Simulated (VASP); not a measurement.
# Ag (I4/mmm) in VASP: a series of runs

Runs on Ag. Level: PBEsol. Tasks: single point.

All numbers are computed with VASP 6.6.1; they aren't measurements. Logs are shortened: lines on timing, memory, paths and dates and some standing lists are left out, and cuts for length are marked.

### 1 The cell of the first run

Symmetry: I4/mmm, No. 139, tetragonal system. Conventional cell: a = 2.929 Å, b = 2.929 Å, c = 3.976 Å, α = 90.00°, β = 90.00°, γ = 90.00°. Ag (site symmetry 4/mmm) has 12 Ag at 2.87 to 2.93 Å within 3.8 Å.

### 2 Single point, PBEsol

The input, INCAR:

```
ALGO = Fast ; EDIFF = 1E-6
ENCUT = 520 ; GGA = PS
ISIF = 2 ; ISMEAR = 0
LASPH = T ; LCHARG = F
LREAL = F ; LWAVE = F
NBANDS = 12 ; NELM = 100
PREC = Accurate ; SIGMA = 0.15
```

The input, KPOINTS:

```
k-points
0
Gamma
  22 22 22
```

The input, POSCAR:

```
Ag
1.0
    0.0000000000      2.0710911495      1.9882475035
    2.0710911495      0.0000000000      1.9882475035
    2.0710911495      2.0710911495      0.0000000000
Ag
1
Direct
    0.0000000000      0.0000000000      0.0000000000
```

Potentials or basis: VASP PAW PBE potentials, release 64 (Ag).

Launch:

```console
cat potpaw_PBE.64/Ag/POTCAR > POTCAR
mpirun -np 1 vasp_std > vasp.out
```

OUTCAR:

```text
EDIFF = 1E-6
   ENCUT = 520
   GGA = PS
   ISIF = 2
   ISMEAR = 0
   LASPH = T
   LREAL = F
   NELM = 100
   PREC = Accurate

 ion  position               nearest neighbor table
   1  0.000  0.000  0.000-

  LATTYP: Found a body centered tetragonal cell.
 ALAT       =     2.9289651925
 C/A-ratio  =     1.3576450199

  Lattice vectors:

 A1 = (   0.0000000000,  -2.0710911495,  -1.9882475035)
 A2 = (   0.0000000000,   2.0710911495,  -1.9882475035)
 A3 = (   2.0710911495,   0.0000000000,   1.9882475035)

Analysis of symmetry for initial positions (statically):
=====================================================================
 Subroutine PRICEL returns:
 Original cell was already a primitive cell.

 Routine SETGRP: Setting up the symmetry group for a
 body centered tetragonal supercell.

 Subroutine GETGRP returns: Found 16 space group operations
 (whereof 16 operations were pure point group operations)
 out of a pool of 16 trial point group operations.

The static configuration has the point symmetry D_4h.

Analysis of symmetry for dynamics (positions and initial velocities):
=====================================================================
 Subroutine PRICEL returns:
 Original cell was already a primitive cell.

 Routine SETGRP: Setting up the symmetry group for a
 body centered tetragonal supercell.

 Subroutine GETGRP returns: Found 16 space group operations
 (whereof 16 operations were pure point group operations)
 out of a pool of 16 trial point group operations.

The dynamic configuration has the point symmetry D_4h.

 Subroutine INISYM returns: Found 16 space group operations
 (whereof 16 operations are pure point group operations),
 and found     1 'primitive' translations

----------------------------------------------------------------------------------------

                                     Primitive cell

  volume of cell :      17.0569

  direct lattice vectors                    reciprocal lattice vectors
     0.000000000  2.071091149  1.988247504    -0.241418636  0.241418636  0.251477746
     2.071091149  0.000000000  1.988247504     0.241418636 -0.241418636  0.251477746
     2.071091149  2.071091149  0.000000000     0.241418636  0.241418636 -0.251477746

  length of vectors
     2.870983574  2.870983574  2.928965193     0.424036522  0.424036522  0.424036522

  position of ions in fractional coordinates (direct lattice)
     0.000000000  0.000000000  0.000000000

  ion indices of the primitive-cell ions
   primitive index   ion index
                 1           1

----------------------------------------------------------------------------------------

 KPOINTS: k-points

Automatic generation of k-mesh.
 Grid dimensions read from file:
 generate k-points for:   22   22   22

 Generating k-lattice:

  Cartesian coordinates                     Fractional coordinates (reciprocal lattice)
    -0.010973574  0.010973574  0.011430807     0.045454545 -0.000000000  0.000000000
     0.010973574 -0.010973574  0.011430807    -0.000000000  0.045454545  0.000000000
     0.010973574  0.010973574 -0.011430807     0.000000000  0.000000000  0.045454545

  Length of vectors
     0.019274387  0.019274387  0.019274387

  Shift w.r.t. Gamma in fractional coordinates (k-lattice)
     0.000000000  0.000000000  0.000000000

 Subroutine IBZKPT returns following result:
 ===========================================

 Found    834 irreducible k-points:

 Following reciprocal coordinates:
            Coordinates               Weight
  0.000000  0.000000  0.000000      1.000000
  0.045455  0.000000  0.000000      8.000000
  0.090909  0.000000  0.000000      8.000000
  0.136364  0.000000  0.000000      8.000000
  0.181818  0.000000  0.000000      8.000000
  0.227273  0.000000  0.000000      8.000000
[... 16 lines left out ...]
  0.500000  0.045455  0.000000      8.000000
 -0.454545  0.045455  0.000000      8.000000
 [... further k-points ...]
   k-points           NKPTS =    834   k-points in BZ     NKDIM =    834   number of bands    NBANDS=     12
   number of dos      NEDOS =    301   number of ions     NIONS =      1
   total plane-waves  NPLWV =  13824
   dimension x,y,z NGX =    24 NGY =   24 NGZ =   24
   dimension x,y,z NGXF=    48 NGYF=   48 NGZF=   48
   ions per type =               1
   NGX,Y,Z   is equivalent  to a cutoff of  13.90, 13.90, 13.62 a.u.
   NGXF,Y,Z  is equivalent  to a cutoff of  27.79, 27.79, 27.24 a.u.
 SYSTEM =  unknown system
   PREC   = accura    normal or accurate (medium, high low for compatibility)
   ISTART =      0    job   : 0-new  1-cont  2-samecut
   ICHARG =      2    charge: 1-file 2-atom 10-const
   ISPIN  =      1    spin polarized calculation?
   LNONCOLLINEAR =      F non collinear calculations
   LSORBIT =      F    spin-orbit coupling
   LASPH  =      T    aspherical Exc in radial PAW
   ENCUT  =  520.0 eV  38.22 Ry    6.18 a.u.   5.34  5.34  5.45*2*pi/ulx,y,z
   NELM   =    100;   NELMIN=  2; NELMDL= -5     # of ELM steps
   EDIFF  = 0.1E-05   stopping-criterion for ELM
   LREAL  =      F    real-space projection
   EDIFFG = 0.1E-04   stopping-criterion for IOM
   NSW    =      0    number of steps for IOM
   IBRION =     -1    ionic relax: 0-MD 1-quasi-New 2-CG
   NFREE  =      0    steps in history (QN), initial steepest desc. (CG)
   ISIF   =      2    stress and relaxation
   ISYM   =      2    0-nonsym 1-usesym 2-fastsym
   POTIM  = 0.5000    time-step for ionic-motion
   TEBEG  =    0.0;   TEEND  =   0.0 temperature during run
   PSTRESS=    0.0 pullay stress
   NELECT =      11.0000    total number of electrons
   NUPDOWN=      -1.0000    fix difference up-down
   EMIN   =  10.00;   EMAX   =-10.00  energy-range for DOS
   EFERMI =   0.00;   METHOD = LEGACY
   ISMEAR =     0;   SIGMA  =   0.15  broadening in eV -4-tet -1-fermi 0-gaus
   EFERMI_NEDOS =   21; number of points for ismear=-14 and -15
   IALGO  =     68    algorithm
   IMIX   =      4    mixing-type and parameters
     AMIX     =   0.40;   BMIX     =  1.00
     AMIX_MAG =   1.60;   BMIX_MAG =  1.00
  volume/ion in A,a.u.               =      17.06       115.11
  Fermi-wavevector in a.u.,A,eV,Ry     =   1.414402  2.672832 27.218893  2.000532
  Thomas-Fermi vector in A             =   2.535948
   LORBIT       =      0    0 simple, 1 ext, 2 COOP (PROOUT), +10 PAW based schemes
   GGA     = PS    functional components
   LHFCALC =     F    Hartree Fock is set to
   AEXX    =    0.0000 exact exchange contribution
   IVDW    =     0    specifies the selected vdW correction
   LEPSILON=     F    determine dielectric tensor
   LRPA    =     F    only Hartree local field effects (RPA)
 non-spin polarized calculation
 RMM-DIIS sequential band-by-band and
 Gauss-broadening in eV      SIGMA  =   0.15
  energy-cutoff  :      520.00
  volume of cell :       17.06
 maximum number of plane-waves:       479
 NGX is ok and might be reduce to    24
   NGX = 11   NGY = 11   NGZ = 11

 number of electron      10.9999999 magnetization

 Free energy of the ion-electron system (eV)
  ---------------------------------------------------
  ext. energy  EPLUGINS =         0.00000000
  ---------------------------------------------------
  free energy    TOTEN  =        -3.30658261 eV

  energy without entropy =       -3.30415535  energy(sigma->0) =       -3.30536898

 E-fermi :   8.2322     XC(G=0): -12.4097

 val. band max:        8.2205308143   @ k =  -0.1818   0.3182   0.2273
 cond. band min:       8.2382101704   @ k =   0.5000   0.2273   0.0909
 fundamental gap:      0.0176793561
 Fermi energy:         8.2322458512

 k-point     1 :       0.0000    0.0000    0.0000
  band No.  band energies     occupation
      1       0.3990      2.00000
      2       3.3784      2.00000
      3       3.3784      2.00000
      4       3.6263      2.00000
      5       4.3671      2.00000
      6       4.6270      2.00000
      7      24.2363      0.00000
      8      27.6010      0.00000
      9      27.6010      0.00000
     10      28.1560      0.00000
     11      32.5991      0.00000
     12      33.4129      0.00000

 k-point     2 :       0.0455    0.0000    0.0000
  band No.  band energies     occupation
      1       0.4640      2.00000
      2       3.3754      2.00000
      3       3.3969      2.00000
      4       3.6316      2.00000
      5       4.3622      2.00000
      6       4.6176      2.00000
      7      24.2537      0.00000
      8      27.1371      0.00000
      9      27.6304      0.00000
     10      28.0500      0.00000
     11      32.7445      0.00000
     12      33.4271      0.00000

 k-point     3 :       0.0909    0.0000    0.0000
  band No.  band energies     occupation
      1       0.6546      2.00000
      2       3.3603      2.00000
      3       3.4467      2.00000
      4       3.6560      2.00000
      5       4.3530      2.00000
      6       4.5936      2.00000
      7      24.1944      0.00000
      8      25.9947      0.00000
      9      27.7081      0.00000
     10      28.0672      0.00000
     11      32.1167      0.00000
     12      33.4043      0.00000
[... 286 lines left out ...]
 k-point    23 :       0.5000    0.0455    0.0000
  band No.  band energies     occupation
      1       1.8772      2.00000
      2       3.3469      2.00000
      3       3.5367      2.00000
      4       5.0932      2.00000
      5       5.3618      2.00000
      6       7.9242      1.99632
      7      11.8774      0.00000
      8      23.3692      0.00000
      9      25.2974      0.00000
     10      26.2256      0.00000
     11      30.8706      0.00000
     12      31.5540      0.00000

 k-point    24 :      -0.4545    0.0455    0.0000
  band No.  band energies     occupation
      1       1.8826      2.00000
      2       3.3482      2.00000
      3       3.5419      2.00000
      4       5.1142      2.00000
      5       5.3150      2.00000
      6       7.7370      2.00000
      7      12.1088      0.00000
      8      23.4089      0.00000
      9      25.5490      0.00000
     10      25.9987      0.00000
     11      30.7792      0.00000
     12      31.5545      0.00000

 [... further k-points ...]

------------------------ aborting loop because EDIFF is reached ----------------------------------------

  FORCE on cell =-STRESS in cart. coord.  units (eV):
  Direction    XX          YY          ZZ          XY          YZ          ZX
  --------------------------------------------------------------------------------------
  -------------------------------------------------------------------------------------
  Total       -0.3368691     -0.3368691     -0.1871310      0.0000000      0.0000000      0.0000000
  in kB      -31.6426536    -31.6426536    -17.5775102      0.0000000      0.0000000      0.0000000
  external PRESSURE =     -26.9542725 kB  Pullay stress =       0.0000000 kB

 VOLUME and BASIS-vectors are now :
 -----------------------------------------------------------------------------
  energy-cutoff  :      520.00
  volume of cell :       17.06
      direct lattice vectors                 reciprocal lattice vectors
     0.000000000  2.071091149  1.988247504    -0.241418636  0.241418636  0.251477746
     2.071091149  0.000000000  1.988247504     0.241418636 -0.241418636  0.251477746
     2.071091149  2.071091149  0.000000000     0.241418636  0.241418636 -0.251477746

 POSITION                                       TOTAL-FORCE (eV/Angst)
 -----------------------------------------------------------------------------------
      0.00000      0.00000      0.00000         0.000000      0.000000     -0.000000
 -----------------------------------------------------------------------------------
    total drift:                                0.000000     -0.000000     -0.000000

  FREE ENERGIE OF THE ION-ELECTRON SYSTEM (eV)
  ---------------------------------------------------
  free  energy   TOTEN  =        -3.3065826132 eV

  energy  without entropy=       -3.3041553503  energy(sigma->0) =       -3.30536898
```

Wall time 2.4 min (1 thread of Intel Xeon 8259CL, shared host); peak memory 0.28 GiB.

Results:

| Item | Value |
| --- | --- |
| Free energy | -3.3066 eV |
| Pressure | -2.7 GPa |
| Band gap on the k mesh | zero (an odd number of electrons rules out a gap without spin polarisation) |

Caveat: the PAW data sets were made with another functional, which shifts forces and pressure a little.

(Continued in part 2 of 2.)
